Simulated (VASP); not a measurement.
# Ge (Imma) in VASP: further runs

The runs below take Ge through single point, with PBE.

Program: VASP 6.6.1. These are calculated values, not measurements. Logs are shortened: lines on timing, memory, paths and dates and some standing lists are left out, and cuts for length are marked.

## Step 1: The cell of the first run

It takes space group Imma (No. 74, orthorhombic). Conventional cell: a = 4.074 Å, b = 4.074 Å, c = 5.761 Å, α = 90.00°, β = 90.00°, γ = 90.00°. Ge (site symmetry mm2) has 4 Ge at 2.31 to 2.71 Å within 3.1 Å.

## Step 2: Single point, PBE (atoms displaced along a vibrational mode)

INCAR

```
SYSTEM = Ge
ALGO = Normal
EDIFF = 1E-6
ENCUT = 520
GGA = PE
ISIF = 2
ISMEAR = 0
LASPH = .TRUE.
LCHARG = .FALSE.
LREAL = .FALSE.
LWAVE = .FALSE.
NBANDS = 21
NELM = 100
PREC = Accurate
SIGMA = 0.15
```

KPOINTS

```
k-points
0
G
  18 18 18
  0 0 0
```

POSCAR

```
Ge
1.0
    0.0000000000      2.8805347709      2.8805347709
    2.8805347709      0.0000000000      2.8805347709
    2.8805347709      2.8805347709      0.0000000000
Ge
2
Direct
    0.4696236960      0.5303763040      0.5303763040
    0.7803763040      0.7196236960      0.7196236960
```

Potentials or basis: VASP PAW PBE potentials, release 64 (Ge_d).

Command:

```bash
$ cat potpaw_PBE.64/Ge_d/POTCAR > POTCAR
$ mpirun -np 1 vasp_std > vasp.out
```

OUTCAR:

```text
SYSTEM = Ge
   EDIFF = 1E-6
   ENCUT = 520
   GGA = PE
   ISIF = 2
   ISMEAR = 0
   LASPH = .TRUE.
   LREAL = .FALSE.
   NELM = 100
   PREC = Accurate

 ion  position               nearest neighbor table
   1  0.470  0.530  0.530-   2 2.31   2 2.31   2 2.71   2 2.71
   2  0.780  0.720  0.720-   1 2.31   1 2.31   1 2.71   1 2.71

  LATTYP: Found a face centered cubic cell.
 ALAT       =     5.7610695418

  Lattice vectors:

 A1 = (   0.0000000000,   2.8805347709,   2.8805347709)
 A2 = (   2.8805347709,   0.0000000000,   2.8805347709)
 A3 = (   2.8805347709,   2.8805347709,   0.0000000000)

Analysis of symmetry for initial positions (statically):
=====================================================================
 Subroutine PRICEL returns:
 Original cell was already a primitive cell.

 Routine SETGRP: Setting up the symmetry group for a
 face centered cubic supercell.

 Subroutine GETGRP returns: Found  8 space group operations
 (whereof  4 operations were pure point group operations)
 out of a pool of 48 trial point group operations.

The static configuration has the point symmetry C_2v.
 The point group associated with its full space group is D_2h.

Analysis of symmetry for dynamics (positions and initial velocities):
=====================================================================
 Subroutine PRICEL returns:
 Original cell was already a primitive cell.

 Routine SETGRP: Setting up the symmetry group for a
 face centered cubic supercell.

 Subroutine GETGRP returns: Found  8 space group operations
 (whereof  4 operations were pure point group operations)
 out of a pool of 48 trial point group operations.

The dynamic configuration has the point symmetry C_2v.
 The point group associated with its full space group is D_2h.

 Subroutine INISYM returns: Found  8 space group operations
 (whereof  4 operations are pure point group operations),
 and found     1 'primitive' translations

----------------------------------------------------------------------------------------

                                     Primitive cell

  volume of cell :      47.8024

  direct lattice vectors                    reciprocal lattice vectors
     0.000000000  2.880534771  2.880534771    -0.173578880  0.173578880  0.173578880
     2.880534771  0.000000000  2.880534771     0.173578880 -0.173578880  0.173578880
     2.880534771  2.880534771  0.000000000     0.173578880  0.173578880 -0.173578880

  length of vectors
     4.073691340  4.073691340  4.073691340     0.300647440  0.300647440  0.300647440

  position of ions in fractional coordinates (direct lattice)
     0.469623696  0.530376304  0.530376304
     0.780376304  0.719623696  0.719623696

  ion indices of the primitive-cell ions
   primitive index   ion index
                 1           1
                 2           2

----------------------------------------------------------------------------------------

 KPOINTS: k-points

Automatic generation of k-mesh.
 Grid dimensions read from file:
 generate k-points for:   18   18   18

 Generating k-lattice:

  Cartesian coordinates                     Fractional coordinates (reciprocal lattice)
    -0.009643271  0.009643271  0.009643271     0.055555556  0.000000000  0.000000000
     0.009643271 -0.009643271  0.009643271     0.000000000  0.055555556  0.000000000
     0.009643271  0.009643271 -0.009643271     0.000000000  0.000000000  0.055555556

  Length of vectors
     0.016702636  0.016702636  0.016702636

  Shift w.r.t. Gamma in fractional coordinates (k-lattice)
     0.000000000  0.000000000  0.000000000

 Subroutine IBZKPT returns following result:
 ===========================================

 Found    865 irreducible k-points:

 Following reciprocal coordinates:
            Coordinates               Weight
  0.000000  0.000000  0.000000      1.000000
  0.055556  0.000000  0.000000      4.000000
  0.000000  0.055556  0.000000      4.000000
  0.111111  0.000000  0.000000      4.000000
  0.000000  0.111111  0.000000      4.000000
  0.166667  0.000000  0.000000      4.000000
[... 16 lines left out ...]
  0.000000  0.111111  0.055556      4.000000
  0.055556  0.000000  0.111111      8.000000
 [... further k-points ...]
   k-points           NKPTS =    865   k-points in BZ     NKDIM =    865   number of bands    NBANDS=     21
   number of dos      NEDOS =    301   number of ions     NIONS =      2
   total plane-waves  NPLWV =  27000
   dimension x,y,z NGX =    30 NGY =   30 NGZ =   30
   dimension x,y,z NGXF=    60 NGYF=   60 NGZF=   60
   ions per type =               2
   NGX,Y,Z   is equivalent  to a cutoff of  12.24, 12.24, 12.24 a.u.
   NGXF,Y,Z  is equivalent  to a cutoff of  24.49, 24.49, 24.49 a.u.
 SYSTEM =  Ge
   PREC   = accura    normal or accurate (medium, high low for compatibility)
   ISTART =      0    job   : 0-new  1-cont  2-samecut
   ICHARG =      2    charge: 1-file 2-atom 10-const
   ISPIN  =      1    spin polarized calculation?
   LNONCOLLINEAR =      F non collinear calculations
   LSORBIT =      F    spin-orbit coupling
   LASPH  =      T    aspherical Exc in radial PAW
   ENCUT  =  520.0 eV  38.22 Ry    6.18 a.u.   7.57  7.57  7.57*2*pi/ulx,y,z
   NELM   =    100;   NELMIN=  2; NELMDL= -5     # of ELM steps
   EDIFF  = 0.1E-05   stopping-criterion for ELM
   LREAL  =      F    real-space projection
   EDIFFG = 0.1E-04   stopping-criterion for IOM
   NSW    =      0    number of steps for IOM
   IBRION =     -1    ionic relax: 0-MD 1-quasi-New 2-CG
   NFREE  =      0    steps in history (QN), initial steepest desc. (CG)
   ISIF   =      2    stress and relaxation
   ISYM   =      2    0-nonsym 1-usesym 2-fastsym
   POTIM  = 0.5000    time-step for ionic-motion
   TEBEG  =    0.0;   TEEND  =   0.0 temperature during run
   PSTRESS=    0.0 pullay stress
   NELECT =      28.0000    total number of electrons
   NUPDOWN=      -1.0000    fix difference up-down
   EMIN   =  10.00;   EMAX   =-10.00  energy-range for DOS
   EFERMI =   0.00;   METHOD = LEGACY
   ISMEAR =     0;   SIGMA  =   0.15  broadening in eV -4-tet -1-fermi 0-gaus
   EFERMI_NEDOS =   21; number of points for ismear=-14 and -15
   IALGO  =     38    algorithm
   IMIX   =      4    mixing-type and parameters
     AMIX     =   0.40;   BMIX     =  1.00
     AMIX_MAG =   1.60;   BMIX_MAG =  1.00
  volume/ion in A,a.u.               =      23.90       161.29
  Fermi-wavevector in a.u.,A,eV,Ry     =   1.369760  2.588471 25.527818  1.876242
  Thomas-Fermi vector in A             =   2.495606
   LORBIT       =      0    0 simple, 1 ext, 2 COOP (PROOUT), +10 PAW based schemes
   GGA     = PE    functional components
   LHFCALC =     F    Hartree Fock is set to
   AEXX    =    0.0000 exact exchange contribution
   IVDW    =     0    specifies the selected vdW correction
   LEPSILON=     F    determine dielectric tensor
   LRPA    =     F    only Hartree local field effects (RPA)
 non-spin polarized calculation
 Gauss-broadening in eV      SIGMA  =   0.15
  energy-cutoff  :      520.00
  volume of cell :       47.80
 maximum number of plane-waves:      1307
   NGX = 15   NGY = 15   NGZ = 15

 number of electron      27.9999989 magnetization

 Free energy of the ion-electron system (eV)
  ---------------------------------------------------
  ext. energy  EPLUGINS =         0.00000000
  ---------------------------------------------------
  free energy    TOTEN  =        -8.46031649 eV

  energy without entropy =       -8.45689545  energy(sigma->0) =       -8.45860597

 E-fermi :   4.6420     XC(G=0):  -9.6945

 val. band max:        4.6375846850   @ k =   0.0556   0.0000  -0.3333
 cond. band min:       4.6459196342   @ k =   0.0000   0.2222   0.0000
 fundamental gap:      0.0083349492
 Fermi energy:         4.6420077059

 k-point     1 :       0.0000    0.0000    0.0000
  band No.  band energies     occupation
      1     -20.4689      2.00000
      2     -20.4405      2.00000
      3     -20.3970      2.00000
      4     -20.3572      2.00000
      5     -20.3378      2.00000
      6     -20.2250      2.00000
[... 13 lines left out ...]
     20      13.7440      0.00000
     21      14.0091      0.00000

 k-point     2 :       0.0556    0.0000    0.0000
  band No.  band energies     occupation
      1     -20.4710      2.00000
      2     -20.4460      2.00000
      3     -20.3974      2.00000
      4     -20.3526      2.00000
      5     -20.3361      2.00000
      6     -20.2261      2.00000
[... 13 lines left out ...]
     20      13.2617      0.00000
     21      13.6731      0.00000

 k-point     3 :       0.0000    0.0556    0.0000
  band No.  band energies     occupation
      1     -20.4686      2.00000
      2     -20.4410      2.00000
      3     -20.3962      2.00000
      4     -20.3566      2.00000
      5     -20.3372      2.00000
      6     -20.2256      2.00000
[... 13 lines left out ...]
     20      13.5304      0.00000
     21      13.6803      0.00000

 k-point     4 :       0.1111    0.0000    0.0000
  band No.  band energies     occupation
      1     -20.4771      2.00000
      2     -20.4590      2.00000
      3     -20.3981      2.00000
      4     -20.3420      2.00000
      5     -20.3316      2.00000
      6     -20.2288      2.00000
[... 13 lines left out ...]
     20      12.7740      0.00000
     21      13.1701      0.00000

 k-point     5 :       0.0000    0.1111    0.0000
  band No.  band energies     occupation
      1     -20.4679      2.00000
      2     -20.4424      2.00000
      3     -20.3942      2.00000
      4     -20.3550      2.00000
      5     -20.3353      2.00000
      6     -20.2274      2.00000
[... 13 lines left out ...]
     20      13.1402      0.00000
     21      13.3782      0.00000
[... 382 lines left out ...]
     20      13.2579      0.00000
     21      13.7941      0.00000

 k-point    22 :       0.1111    0.0556    0.0000
  band No.  band energies     occupation
      1     -20.4773      2.00000
      2     -20.4590      2.00000
      3     -20.3985      2.00000
      4     -20.3424      2.00000
      5     -20.3297      2.00000
      6     -20.2313      2.00000
[... 13 lines left out ...]
     20      12.4436      0.00000
     21      13.6421      0.00000

 k-point    23 :       0.0000    0.1111    0.0556
  band No.  band energies     occupation
      1     -20.4677      2.00000
      2     -20.4422      2.00000
      3     -20.3943      2.00000
      4     -20.3542      2.00000
      5     -20.3393      2.00000
      6     -20.2227      2.00000
[... 13 lines left out ...]
     20      12.8207      0.00000
     21      13.6526      0.00000

 k-point    24 :       0.0556    0.0000    0.1111
  band No.  band energies     occupation
      1     -20.4704      2.00000
      2     -20.4473      2.00000
      3     -20.3957      2.00000
      4     -20.3513      2.00000
      5     -20.3326      2.00000
      6     -20.2300      2.00000
[... 13 lines left out ...]
     20      12.6078      0.00000
     21      13.8897      0.00000

 [... further k-points ...]

------------------------ aborting loop because EDIFF is reached ----------------------------------------

  FORCE on cell =-STRESS in cart. coord.  units (eV):
  Direction    XX          YY          ZZ          XY          YZ          ZX
  --------------------------------------------------------------------------------------
  -------------------------------------------------------------------------------------
  Total       -0.0487863      1.4380323      1.4380323      0.0000000      2.9204910      0.0000000
  in kB       -1.6351541     48.1980944     48.1980944      0.0000000     97.8852120      0.0000000
  external PRESSURE =      31.5870116 kB  Pullay stress =       0.0000000 kB

 VOLUME and BASIS-vectors are now :
 -----------------------------------------------------------------------------
  energy-cutoff  :      520.00
  volume of cell :       47.80
      direct lattice vectors                 reciprocal lattice vectors
     0.000000000  2.880534771  2.880534771    -0.173578880  0.173578880  0.173578880
     2.880534771  0.000000000  2.880534771     0.173578880 -0.173578880  0.173578880
     2.880534771  2.880534771  0.000000000     0.173578880  0.173578880 -0.173578880

 POSITION                                       TOTAL-FORCE (eV/Angst)
 -----------------------------------------------------------------------------------
      3.05553      2.88053      2.88053        -3.063663     -0.000000     -0.000000
      4.14580      4.32080      4.32080         3.063663      0.000000      0.000000
 -----------------------------------------------------------------------------------
    total drift:                                0.000000      0.000000      0.000000

  FREE ENERGIE OF THE ION-ELECTRON SYSTEM (eV)
  ---------------------------------------------------
  free  energy   TOTEN  =        -8.4603164852 eV

  energy  without entropy=       -8.4568954514  energy(sigma->0) =       -8.45860597
```

It took 5.3 min on 1 thread of Intel Xeon 6975P-C (Granite Rapids), shared host; peak memory 0.71 GiB.

What came out:

```
Free energy            : -8.4603 eV
Pressure               : 3.2 GPa
Largest force          : 3.064 eV/Å
Band gap on the k mesh : zero (bands 14 and 15 overlap by 1.42 eV)
```

Forces on the atoms (eV/Å):
```
Ge  -3.064  0.000  0.000
Ge   3.064  0.000  0.000
```

Levels at points of the mesh, in eV from the Fermi level:
```tsv
k point	band 11	band 12	band 13	band 14	band 15	band 16	band 17	band 18
(0.00, 0.00, 0.00)	-12.68	-1.72	-0.64	0.13	1.19	1.37	2.02	3.59
(0.50, 0.00, 0.00)	-10.33	-8.55	-1.96	-0.69	0.29	2.60	4.92	7.07
(0.00, 0.50, 0.00)	-11.12	-6.61	-2.55	-0.73	-0.57	2.11	4.43	6.50
(0.50, 0.50, 0.00)	-9.09	-9.09	-2.87	-2.87	0.46	0.46	9.11	9.11
(0.00, 0.50, 0.50)	-10.01	-7.65	-3.70	-2.73	-0.41	1.54	8.23	9.63
```

Caveat: the cell differs from its parent crystal (atoms displaced along a vibrational mode); the cell stands under pressure; forces of over 1 eV/Å act on the atoms, so gaps and moduli don't describe the material at rest.

[end of part 1 of 2]
